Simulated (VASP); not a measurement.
# Si (Fd-3m) in VASP: further runs

The runs below take Si through single point, relaxation of cell and atoms, with PBEsol.

All numbers are computed with VASP 6.6.1; they aren't measurements. Logs are shortened: lines on timing, memory, paths and dates and some standing lists are left out, and cuts for length are marked.

**1. The cell of the first run**

The structure is cubic, space group Fd-3m (No. 227). The conventional cell has a = 5.434 Å, b = 5.434 Å, c = 5.434 Å, α = 90.00°, β = 90.00°, γ = 90.00°. Si (site symmetry -43m) has 4 Si at 2.35 Å within 3.1 Å.

**2. Single point, PBEsol**

Input file INCAR:

```
SYSTEM = Si
PREC = Accurate ; ENCUT = 520
EDIFF = 1E-6 ; ISMEAR = 0
SIGMA = 0.02 ; LREAL = .False.
LASPH = .True. ; NELM = 80
ALGO = Normal ; ISIF = 2
LWAVE = .False. ; LCHARG = .False.
GGA = PS ; NBANDS = 11
```

Input file KPOINTS:

```
Automatic mesh
0
Gamma
  12 12 12
  0 0 0
```

Input file POSCAR:

```
Si
1.0
    0.0000000000      2.7169171383      2.7169171383
    2.7169171383      0.0000000000      2.7169171383
    2.7169171383      2.7169171383      0.0000000000
Si
2
Direct
    0.7500000000      0.7500000000      0.7500000000
    0.5000000000      0.5000000000      0.5000000000
```

Potentials or basis: VASP PAW PBE potentials, release 64 (Si).

Run with:

```sh
$ cat potpaw_PBE.64/Si/POTCAR > POTCAR
$ mpirun -np 1 vasp_std > vasp.out
```

OUTCAR:

```text
SYSTEM = Si
   PREC = Accurate
   ENCUT = 520
   EDIFF = 1E-6
   ISMEAR = 0
   LREAL = .False.
   LASPH = .True.
   NELM = 80
   ISIF = 2
   GGA = PS

 ion  position               nearest neighbor table
   1  0.750  0.750  0.750-   2 2.35   2 2.35   2 2.35   2 2.35
   2  0.500  0.500  0.500-   1 2.35   1 2.35   1 2.35   1 2.35

  LATTYP: Found a face centered cubic cell.
 ALAT       =     5.4338342766

  Lattice vectors:

 A1 = (   0.0000000000,   2.7169171383,   2.7169171383)
 A2 = (   2.7169171383,   0.0000000000,   2.7169171383)
 A3 = (   2.7169171383,   2.7169171383,   0.0000000000)

Analysis of symmetry for initial positions (statically):
=====================================================================
 Subroutine PRICEL returns:
 Original cell was already a primitive cell.

 Routine SETGRP: Setting up the symmetry group for a
 face centered cubic supercell.

 Subroutine GETGRP returns: Found 48 space group operations
 (whereof 24 operations were pure point group operations)
 out of a pool of 48 trial point group operations.

The static configuration has the point symmetry T_d .
 The point group associated with its full space group is O_h .

Analysis of symmetry for dynamics (positions and initial velocities):
=====================================================================
 Subroutine PRICEL returns:
 Original cell was already a primitive cell.

 Routine SETGRP: Setting up the symmetry group for a
 face centered cubic supercell.

 Subroutine GETGRP returns: Found 48 space group operations
 (whereof 24 operations were pure point group operations)
 out of a pool of 48 trial point group operations.

The dynamic configuration has the point symmetry T_d .
 The point group associated with its full space group is O_h .

 Subroutine INISYM returns: Found 48 space group operations
 (whereof 24 operations are pure point group operations),
 and found     1 'primitive' translations

----------------------------------------------------------------------------------------

                                     Primitive cell

  volume of cell :      40.1106

  direct lattice vectors                    reciprocal lattice vectors
     0.000000000  2.716917138  2.716917138    -0.184032112  0.184032112  0.184032112
     2.716917138  0.000000000  2.716917138     0.184032112 -0.184032112  0.184032112
     2.716917138  2.716917138  0.000000000     0.184032112  0.184032112 -0.184032112

  length of vectors
     3.842301065  3.842301065  3.842301065     0.318752969  0.318752969  0.318752969

  position of ions in fractional coordinates (direct lattice)
     0.750000000  0.750000000  0.750000000
     0.500000000  0.500000000  0.500000000

  ion indices of the primitive-cell ions
   primitive index   ion index
                 1           1
                 2           2

----------------------------------------------------------------------------------------

 KPOINTS: Automatic mesh

Automatic generation of k-mesh.
 Grid dimensions read from file:
 generate k-points for:   12   12   12

 Generating k-lattice:

  Cartesian coordinates                     Fractional coordinates (reciprocal lattice)
    -0.015336009  0.015336009  0.015336009     0.083333333  0.000000000  0.000000000
     0.015336009 -0.015336009  0.015336009     0.000000000  0.083333333  0.000000000
     0.015336009  0.015336009 -0.015336009     0.000000000  0.000000000  0.083333333

  Length of vectors
     0.026562747  0.026562747  0.026562747

  Shift w.r.t. Gamma in fractional coordinates (k-lattice)
     0.000000000  0.000000000  0.000000000

 Subroutine IBZKPT returns following result:
 ===========================================

 Found     72 irreducible k-points:

 Following reciprocal coordinates:
            Coordinates               Weight
  0.000000  0.000000  0.000000      1.000000
  0.083333  0.000000  0.000000      8.000000
  0.166667  0.000000  0.000000      8.000000
  0.250000  0.000000  0.000000      8.000000
  0.333333  0.000000  0.000000      8.000000
  0.416667  0.000000  0.000000      8.000000
[... 16 lines left out ...]
  0.500000  0.166667  0.000000     24.000000
 -0.416667  0.166667  0.000000     24.000000
 [... further k-points ...]
   k-points           NKPTS =     72   k-points in BZ     NKDIM =     72   number of bands    NBANDS=     11
   number of dos      NEDOS =    301   number of ions     NIONS =      2
   total plane-waves  NPLWV =  27000
   dimension x,y,z NGX =    30 NGY =   30 NGZ =   30
   dimension x,y,z NGXF=    60 NGYF=   60 NGZF=   60
   ions per type =               2
   NGX,Y,Z   is equivalent  to a cutoff of  12.98, 12.98, 12.98 a.u.
   NGXF,Y,Z  is equivalent  to a cutoff of  25.96, 25.96, 25.96 a.u.
 SYSTEM =  Si
   PREC   = accura    normal or accurate (medium, high low for compatibility)
   ISTART =      0    job   : 0-new  1-cont  2-samecut
   ICHARG =      2    charge: 1-file 2-atom 10-const
   ISPIN  =      1    spin polarized calculation?
   LNONCOLLINEAR =      F non collinear calculations
   LSORBIT =      F    spin-orbit coupling
   LASPH  =      T    aspherical Exc in radial PAW
   ENCUT  =  520.0 eV  38.22 Ry    6.18 a.u.   7.14  7.14  7.14*2*pi/ulx,y,z
   NELM   =     80;   NELMIN=  2; NELMDL= -5     # of ELM steps
   EDIFF  = 0.1E-05   stopping-criterion for ELM
   LREAL  =      F    real-space projection
[... 7 lines left out ...]
   TEBEG  =    0.0;   TEEND  =   0.0 temperature during run
   PSTRESS=    0.0 pullay stress
   NELECT =       8.0000    total number of electrons
   NUPDOWN=      -1.0000    fix difference up-down
   EMIN   =  10.00;   EMAX   =-10.00  energy-range for DOS
   EFERMI =   0.00;   METHOD = LEGACY
   ISMEAR =     0;   SIGMA  =   0.02  broadening in eV -4-tet -1-fermi 0-gaus
   EFERMI_NEDOS =   21; number of points for ismear=-14 and -15
   IALGO  =     38    algorithm
   IMIX   =      4    mixing-type and parameters
     AMIX     =   0.40;   BMIX     =  1.00
     AMIX_MAG =   1.60;   BMIX_MAG =  1.00
  volume/ion in A,a.u.               =      20.06       135.34
  Fermi-wavevector in a.u.,A,eV,Ry     =   0.956500  1.807523 12.447872  0.914893
  Thomas-Fermi vector in A             =   2.085434
   LORBIT       =      0    0 simple, 1 ext, 2 COOP (PROOUT), +10 PAW based schemes
   GGA     = PS    functional components
   LHFCALC =     F    Hartree Fock is set to
   AEXX    =    0.0000 exact exchange contribution
   IVDW    =     0    specifies the selected vdW correction
   LEPSILON=     F    determine dielectric tensor
   LRPA    =     F    only Hartree local field effects (RPA)
 non-spin polarized calculation
 Gauss-broadening in eV      SIGMA  =   0.02
  energy-cutoff  :      520.00
  volume of cell :       40.11
 maximum number of plane-waves:      1106
 NGX is ok and might be reduce to    30
   NGX = 15   NGY = 15   NGZ = 15

 number of electron       8.0000001 magnetization

 Free energy of the ion-electron system (eV)
  ---------------------------------------------------
  ext. energy  EPLUGINS =         0.00000000
  ---------------------------------------------------
  free energy    TOTEN  =       -11.49324603 eV

  energy without entropy =      -11.49324603  energy(sigma->0) =      -11.49324603

 E-fermi :   5.9318     XC(G=0):  -9.5472

 val. band max:        5.7721907992   @ k =   0.0000   0.0000   0.0000
 cond. band min:       6.2318269942   @ k =   0.4167   0.4167   0.0000
 fundamental gap:      0.4596361950
 Fermi energy:         5.9318005622

 k-point     1 :       0.0000    0.0000    0.0000
  band No.  band energies     occupation
      1      -6.2062      2.00000
      2       5.7722      2.00000
      3       5.7722      2.00000
      4       5.7722      2.00000
      5       8.2890      0.00000
      6       8.2890      0.00000
      7       8.2890      0.00000
      8       9.0766      0.00000
      9      13.4598      0.00000
     10      13.4598      0.00000
     11      13.4757      0.00000

 k-point     2 :       0.0833    0.0000    0.0000
  band No.  band energies     occupation
      1      -6.1150      2.00000
      2       4.9043      2.00000
      3       5.6267      2.00000
      4       5.6267      2.00000
      5       8.3257      0.00000
      6       8.5023      0.00000
      7       8.5023      0.00000
      8       9.7447      0.00000
      9      13.1773      0.00000
     10      13.1773      0.00000
     11      13.8708      0.00000

 k-point     3 :       0.1667    0.0000    0.0000
  band No.  band energies     occupation
      1      -5.8441      2.00000
      2       3.3745      2.00000
      3       5.3179      2.00000
      4       5.3179      2.00000
      5       8.0568      0.00000
      6       8.9393      0.00000
      7       8.9393      0.00000
      8      11.1622      0.00000
      9      12.7962      0.00000
     10      12.7962      0.00000
     11      14.6351      0.00000

 k-point     4 :       0.2500    0.0000    0.0000
  band No.  band energies     occupation
      1      -5.4042      2.00000
      2       1.8233      2.00000
      3       5.0080      2.00000
      4       5.0080      2.00000
      5       7.7276      0.00000
      6       9.2292      0.00000
      7       9.2292      0.00000
      8      12.6063      0.00000
      9      12.9027      0.00000
     10      12.9027      0.00000
     11      14.5509      0.00000
[... 239 lines left out ...]
 k-point    22 :       0.4167    0.1667    0.0000
  band No.  band energies     occupation
      1      -4.2923      2.00000
      2       0.0808      2.00000
      3       3.3147      2.00000
      4       3.9298      2.00000
      5       7.6926      0.00000
      6       9.9704      0.00000
      7      10.6134      0.00000
      8      10.7352      0.00000
      9      15.5052      0.00000
     10      15.9131      0.00000
     11      16.5220      0.00000

 k-point    23 :       0.5000    0.1667    0.0000
  band No.  band energies     occupation
      1      -3.7036      2.00000
      2      -0.8604      2.00000
      3       2.9677      2.00000
      4       3.9852      2.00000
      5       7.7232      0.00000
      6       9.8191      0.00000
      7      10.3357      0.00000
      8      12.1105      0.00000
      9      15.0448      0.00000
     10      16.1945      0.00000
     11      17.4205      0.00000

 k-point    24 :      -0.4167    0.1667    0.0000
  band No.  band energies     occupation
      1      -3.5874      2.00000
      2      -1.0222      2.00000
      3       2.7516      2.00000
      4       4.1713      2.00000
      5       7.8717      0.00000
      6       9.7663      0.00000
      7      10.1076      0.00000
      8      13.6594      0.00000
      9      14.2174      0.00000
     10      14.4963      0.00000
     11      16.7842      0.00000

 [... further k-points ...]
[... 5 lines left out ...]
  --------------------------------------------------------------------------------------
  -------------------------------------------------------------------------------------
  Total        0.0249472      0.0249472      0.0249472      0.0000000      0.0000000      0.0000000
  in kB        0.9964888      0.9964888      0.9964888      0.0000000      0.0000000      0.0000000
  external PRESSURE =       0.9964888 kB  Pullay stress =       0.0000000 kB

 VOLUME and BASIS-vectors are now :
 -----------------------------------------------------------------------------
  energy-cutoff  :      520.00
  volume of cell :       40.11
      direct lattice vectors                 reciprocal lattice vectors
     0.000000000  2.716917138  2.716917138    -0.184032112  0.184032112  0.184032112
     2.716917138  0.000000000  2.716917138     0.184032112 -0.184032112  0.184032112
     2.716917138  2.716917138  0.000000000     0.184032112  0.184032112 -0.184032112

 POSITION                                       TOTAL-FORCE (eV/Angst)
 -----------------------------------------------------------------------------------
      4.07538      4.07538      4.07538        -0.000000     -0.000000     -0.000000
      2.71692      2.71692      2.71692         0.000000      0.000000      0.000000
 -----------------------------------------------------------------------------------
    total drift:                                0.000000     -0.000000     -0.000000

  FREE ENERGIE OF THE ION-ELECTRON SYSTEM (eV)
  ---------------------------------------------------
  free  energy   TOTEN  =       -11.4932460348 eV

  energy  without entropy=      -11.4932460348  energy(sigma->0) =      -11.49324603
```

Run time: 11 s. Hardware: 1 thread of Intel Xeon 6975P-C (Granite Rapids), shared host; peak memory 0.16 GiB.

Results:

```yaml
Free_energy: -11.4932 eV
Pressure: 0.1 GPa
Band_gap_on_the_k_mesh: 0.46 eV (least direct gap 2.52 eV)
```

Levels at points of the mesh, in eV from the valence-band top:
```csv
k point,band 1,band 2,band 3,band 4,band 5,band 6,band 7,band 8
"(0.00, 0.00, 0.00)",-11.98,0.00,0.00,0.00,2.52,2.52,2.52,3.30
"(0.50, 0.00, 0.00)",-9.63,-7.01,-1.20,-1.20,1.46,3.27,3.27,7.51
"(0.50, 0.50, 0.00)",-7.82,-7.82,-2.87,-2.87,0.59,0.59,10.05,10.05
```

Caveat: the PAW data sets were made with another functional, which shifts forces and pressure a little. A k mesh can miss the band edges.

**3. Relaxation of cell and atoms, PBEsol**

Input file INCAR:

```
PREC     = Accurate       # precision mode
ENCUT    = 600            # plane-wave cutoff, eV
EDIFF    = 1E-7           # SCF threshold, eV
ISMEAR   = 0              # smearing method
SIGMA    = 0.02           # smearing width, eV
LREAL    = F              # projectors in reciprocal space
LASPH    = T              # aspherical terms in the spheres
NELM     = 100            # most SCF steps
ALGO     = Normal         # electronic algorithm
ISIF     = 3              # what is computed and relaxed
LWAVE    = F              # write WAVECAR
LCHARG   = F              # write CHGCAR
GGA      = PS             # functional
IBRION   = 2              # ionic algorithm
NSW      = 100            # ionic steps
EDIFFG   = -0.005         # ionic threshold
```

Input file KPOINTS:

```
regular mesh
0
Gamma
  12 12 12
```

POSCAR is that of step 2.

Potentials or basis: VASP PAW PBE potentials, release 64 (Si).

Run with:

```sh
$ cat potpaw_PBE.64/Si/POTCAR > POTCAR
$ mpirun -np 1 vasp_std > vasp.out
```

Run time: 13 s. Hardware: 1 thread of Intel Xeon 6975P-C (Granite Rapids), shared host; peak memory 0.17 GiB.

The run converged. Its results:

* Free energy: -11.4932 eV
* Relaxed volume: 20.08 Å³/atom
* Relaxed cell: a = 3.844 Å, b = 3.844 Å, c = 3.844 Å, α = 60.00°, β = 60.00°, γ = 60.00°
* Space group after relaxing (to 0.1 Å): Fd-3m (No. 227)
* Energy gained by relaxing: 0.0 meV/atom
* Ionic steps: 3
* Pressure after relaxing: 0.0 GPa
* Band gap on the k mesh: 0.46 eV (least direct gap 2.52 eV)

Final structure:
```yaml
crystal:
  lattice:
    - [0.00000, 2.71785, 2.71785]
    - [2.71785, 0.00000, 2.71785]
    - [2.71785, 2.71785, 0.00000]
  atoms:
    - { symbol: Si, position: [0.75000, 0.75000, 0.75000] }
    - { symbol: Si, position: [0.50000, 0.50000, 0.50000] }
```

Levels at points of the mesh, in eV from the valence-band top:
```csv
k point,band 1,band 2,band 3,band 4,band 5,band 6,band 7,band 8
"(0.00, 0.00, 0.00)",-11.97,0.00,0.00,0.00,2.52,2.52,2.52,3.29
"(0.50, 0.00, 0.00)",-9.63,-7.00,-1.20,-1.20,1.46,3.27,3.27,7.51
"(0.50, 0.50, 0.00)",-7.82,-7.82,-2.87,-2.87,0.59,0.59,10.04,10.04
```

Caveat: the PAW data sets were made with another functional, which shifts forces and pressure a little. A k mesh can miss the band edges.
